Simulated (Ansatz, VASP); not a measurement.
**One calculation of BN, two programs**

```
B N
1.0
     2.50084    0.00000    0.00000
    -1.25042    2.16579    0.00000
     0.00000    0.00000    6.89312
B N
2 2
Direct
  0.33333 0.66667 0.25000
  0.66667 0.33333 0.75000
  0.66667 0.33333 0.25000
  0.33333 0.66667 0.75000
```

Alike in both runs: task single point; functional HSE06; k mesh 9 × 9 × 4; no spin polarisation.

```csv
,VASP,Ansatz
version,VASP 6.6.1,Ansatz 0.2.0
potentials or method,"VASP PAW PBE potentials, release 64 (B, N)","plane waves, PAW"
plane-wave cutoff (eV),520,420
occupations,"gaussian, width 0.01 eV",fixed
valence electrons in the cell,16,16
```

|  | VASP | Ansatz | Ansatz less VASP |
| --- | --- | --- | --- |
| gap on the k mesh at the Fermi level (eV) | 5.77 | 5.78 | +0.009 |
| pressure (GPa) | -0.8 | -1.0 | -0.20 |
| traceless stress, the component that is largest in VASP (GPa) | 2.09 | 2.47 | +0.382 |

Ansatz's warnings: stress exchange threshold loose, stress scf threshold loose.
